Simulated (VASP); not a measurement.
# Mg (P-3m1) in VASP: single point with LDA

Aim: the single point of Mg with LDA.

All numbers are computed with VASP 6.6.1; they aren't measurements. Logs are shortened: lines on timing, memory, paths and dates and some standing lists are left out, and cuts for length are marked.

### 1 The cell of the first run

It takes space group P-3m1 (No. 164, trigonal). Conventional cell: a = 4.695 Å, b = 4.695 Å, c = 7.490 Å, α = 90.00°, β = 90.00°, γ = 120.00°. Mg (site symmetry 3m) has 9 Mg at 3.67 to 4.70 Å within 4.8 Å.

### 2 Single point, LDA

Contents of INCAR:

```
SYSTEM = Mg
  PREC = Accurate
  ENCUT = 520
  EDIFF = 1E-6
  ISMEAR = -1
  SIGMA = 0.05
  LREAL = .False.
  LASPH = .True.
  NELM = 80
  ALGO = Normal
  ISIF = 2
  LWAVE = .False.
  LCHARG = .False.
  NBANDS = 9
```

Contents of KPOINTS:

```
Automatic mesh
0
Gamma
  6 6 3
  0 0 0
```

Contents of POSCAR:

```
Mg
1.0
    4.6953600000      0.0000000000      0.0000000000
   -2.3476800000      4.0663000000      0.0000000000
    0.0000000000      0.0000000000      7.4903300000
Mg
2
Direct
    0.3333333333      0.6666666667      0.1648300000
    0.6666666667      0.3333333333      0.8351700000
```

Potentials or basis: VASP PAW LDA potentials, release 64 (Mg).

Command:

```sh
$ cat potpaw_LDA.64/Mg/POTCAR > POTCAR
$ mpirun -np 1 vasp_std > vasp.out
```

OUTCAR:

```text
SYSTEM = Mg
   PREC = Accurate
   ENCUT = 520
   EDIFF = 1E-6
   ISMEAR = -1
   LREAL = .False.
   LASPH = .True.
   NELM = 80
   ISIF = 2

 ion  position               nearest neighbor table
   1  0.333  0.667  0.165-
   2  0.667  0.333  0.835-

  LATTYP: Found a hexagonal cell.
 ALAT       =     4.6953600000
 C/A-ratio  =     1.5952621311

  Lattice vectors:

 A1 = (   4.6953600000,   0.0000000000,   0.0000000000)
 A2 = (  -2.3476800000,   4.0663000000,   0.0000000000)
 A3 = (   0.0000000000,   0.0000000000,   7.4903300000)

Analysis of symmetry for initial positions (statically):
=====================================================================
 Subroutine PRICEL returns:
 Original cell was already a primitive cell.

 Routine SETGRP: Setting up the symmetry group for a
 hexagonal supercell.

 Subroutine GETGRP returns: Found 12 space group operations
 (whereof 12 operations were pure point group operations)
 out of a pool of 24 trial point group operations.

The static configuration has the point symmetry D_3d.

Analysis of symmetry for dynamics (positions and initial velocities):
=====================================================================
 Subroutine PRICEL returns:
 Original cell was already a primitive cell.

 Routine SETGRP: Setting up the symmetry group for a
 hexagonal supercell.

 Subroutine GETGRP returns: Found 12 space group operations
 (whereof 12 operations were pure point group operations)
 out of a pool of 24 trial point group operations.

The dynamic configuration has the point symmetry D_3d.

 Subroutine INISYM returns: Found 12 space group operations
 (whereof 12 operations are pure point group operations),
 and found     1 'primitive' translations

----------------------------------------------------------------------------------------

                                     Primitive cell

  volume of cell :     143.0109

  direct lattice vectors                    reciprocal lattice vectors
     4.695360000  0.000000000  0.000000000     0.212976215  0.122961906  0.000000000
    -2.347680000  4.066300000  0.000000000     0.000000000  0.245923813  0.000000000
     0.000000000  0.000000000  7.490330000     0.000000000  0.000000000  0.133505466

  length of vectors
     4.695360000  4.695359099  7.490330000     0.245923766  0.245923813  0.133505466
[... 74 lines left out ...]
   LREAL  =      F    real-space projection
   EDIFFG = 0.1E-04   stopping-criterion for IOM
   NSW    =      0    number of steps for IOM
   IBRION =     -1    ionic relax: 0-MD 1-quasi-New 2-CG
   NFREE  =      0    steps in history (QN), initial steepest desc. (CG)
   ISIF   =      2    stress and relaxation
   ISYM   =      2    0-nonsym 1-usesym 2-fastsym
   POTIM  = 0.5000    time-step for ionic-motion
   TEBEG  =    0.0;   TEEND  =   0.0 temperature during run
   PSTRESS=    0.0 pullay stress
   NELECT =       4.0000    total number of electrons
   NUPDOWN=      -1.0000    fix difference up-down
   EMIN   =  10.00;   EMAX   =-10.00  energy-range for DOS
   EFERMI =   0.00;   METHOD = LEGACY
   ISMEAR =    -1;   SIGMA  =   0.05  broadening in eV -4-tet -1-fermi 0-gaus
   EFERMI_NEDOS =   21; number of points for ismear=-14 and -15
   IALGO  =     38    algorithm
   IMIX   =      4    mixing-type and parameters
     AMIX     =   0.40;   BMIX     =  1.00
     AMIX_MAG =   1.60;   BMIX_MAG =  1.00
  volume/ion in A,a.u.               =      71.51       482.54
  Fermi-wavevector in a.u.,A,eV,Ry     =   0.496941  0.939083  3.359967  0.246951
  Thomas-Fermi vector in A             =   1.503164
   LORBIT       =      0    0 simple, 1 ext, 2 COOP (PROOUT), +10 PAW based schemes
   GGA     = CA    functional components
   LHFCALC =     F    Hartree Fock is set to
   AEXX    =    0.0000 exact exchange contribution
   IVDW    =     0    specifies the selected vdW correction
   LEPSILON=     F    determine dielectric tensor
   LRPA    =     F    only Hartree local field effects (RPA)
 non-spin polarized calculation
  energy-cutoff  :      520.00
  volume of cell :      143.01
 maximum number of plane-waves:      3864
 NGX is ok and might be reduce to    36
   NGX = 17   NGY = 17   NGZ = 27

 number of electron       4.0000000 magnetization

 Free energy of the ion-electron system (eV)
  ---------------------------------------------------
  ext. energy  EPLUGINS =         0.00000000
  ---------------------------------------------------
  free energy    TOTEN  =        -1.13070593 eV

  energy without entropy =       -1.13056905  energy(sigma->0) =       -1.13063749

 E-fermi :  -1.3763     XC(G=0):  -5.3688

 val. band max:       -1.7251160684   @ k =   0.3333   0.0000   0.0000
 cond. band min:      -1.0548884773   @ k =   0.3333   0.3333   0.0000
 fundamental gap:      0.6702275911
 Fermi energy:        -1.3762754458

 k-point     1 :       0.0000    0.0000    0.0000
  band No.  band energies     occupation
      1      -5.0076      2.00000
      2      -2.3134      2.00000
      3      -0.8706      0.00008
      4       2.8104      0.00000
      5       2.8104      0.00000
      6       3.8866      0.00000
      7       3.8866      0.00000
      8       4.1623      0.00000
      9       5.4206      0.00000
[... 181 lines left out ...]
 k-point    17 :       0.3333    0.3333    0.3333
  band No.  band energies     occupation
      1      -2.4720      2.00000
      2      -2.4720      2.00000
      3      -0.9487      0.00039
      4      -0.1270      0.00000
      5      -0.1270      0.00000
      6       0.8690      0.00000
      7       3.0904      0.00000
      8       3.0904      0.00000
      9       4.3552      0.00000

------------------------ aborting loop because EDIFF is reached ----------------------------------------

  FORCE on cell =-STRESS in cart. coord.  units (eV):
  Direction    XX          YY          ZZ          XY          YZ          ZX
  --------------------------------------------------------------------------------------
  -------------------------------------------------------------------------------------
  Total       -1.7904856     -1.7904847     -1.2475040     -0.0000000     -0.0000000     -0.0000000
  in kB      -20.0591326    -20.0591223    -13.9760116     -0.0000000     -0.0000000     -0.0000000
  external PRESSURE =     -18.0314222 kB  Pullay stress =       0.0000000 kB

 VOLUME and BASIS-vectors are now :
 -----------------------------------------------------------------------------
  energy-cutoff  :      520.00
  volume of cell :      143.01
      direct lattice vectors                 reciprocal lattice vectors
     4.695360000  0.000000000  0.000000000     0.212976215  0.122961906  0.000000000
    -2.347680000  4.066300000  0.000000000     0.000000000  0.245923813  0.000000000
     0.000000000  0.000000000  7.490330000     0.000000000  0.000000000  0.133505466

 POSITION                                       TOTAL-FORCE (eV/Angst)
 -----------------------------------------------------------------------------------
     -0.00000      2.71087      1.23463        -0.000000     -0.000000     -0.313491
      2.34768      1.35543      6.25570         0.000000      0.000000      0.313491
 -----------------------------------------------------------------------------------
    total drift:                               -0.000000     -0.000000     -0.000000

  FREE ENERGIE OF THE ION-ELECTRON SYSTEM (eV)
  ---------------------------------------------------
  free  energy   TOTEN  =        -1.1307059273 eV

  energy  without entropy=       -1.1305690497  energy(sigma->0) =       -1.13063749
```

OSZICAR:

```text
N       E                     dE             d eps       ncg     rms          rms(c)
DAV:   1     0.176838968863E+01    0.17684E+01   -0.91746E+02   306   0.264E+02
DAV:   2    -0.107024016614E+01   -0.28386E+01   -0.27441E+01   408   0.216E+01
DAV:   3    -0.116004984852E+01   -0.89810E-01   -0.89754E-01   395   0.387E+00
DAV:   4    -0.116050561359E+01   -0.45577E-03   -0.45575E-03   384   0.301E-01
DAV:   5    -0.116050917610E+01   -0.35625E-05   -0.35625E-05   397   0.234E-02    0.618E-01
DAV:   6    -0.113922681539E+01    0.21282E-01   -0.31640E-02   332   0.309E-01    0.358E-01
DAV:   7    -0.113079343115E+01    0.84334E-02   -0.37043E-02   353   0.407E-01    0.693E-02
DAV:   8    -0.113068844174E+01    0.10499E-03   -0.29041E-03   312   0.182E-01    0.121E-02
DAV:   9    -0.113070044400E+01   -0.12002E-04   -0.50341E-05   368   0.317E-02    0.726E-03
DAV:  10    -0.113070576428E+01   -0.53203E-05   -0.53483E-06   322   0.724E-03    0.113E-03
DAV:  11    -0.113070592734E+01   -0.16306E-06   -0.70310E-07   208   0.209E-03
   1 F= -.11307059E+01 E0= -.11306375E+01  d E =-.136878E-03
```

It took 16 s on 1 thread of AMD EPYC 9R45 (Zen 5), shared host; peak memory 0.16 GiB.

What came out:

```
Free energy            : -1.1307 eV
Pressure               : -1.8 GPa
Largest force          : 0.313 eV/Å
Band gap on the k mesh : 0.67 eV, indirect (least direct gap 1.08 eV)
```

Forces on the atoms (eV/Å):
```
Mg   0.000  0.000 -0.313
Mg   0.000  0.000  0.313
```

Stress tensor (GPa, compression positive):
```
-2.01  0.00  0.00
 0.00 -2.01  0.00
 0.00  0.00 -1.40
```

A k mesh can miss the band edges.
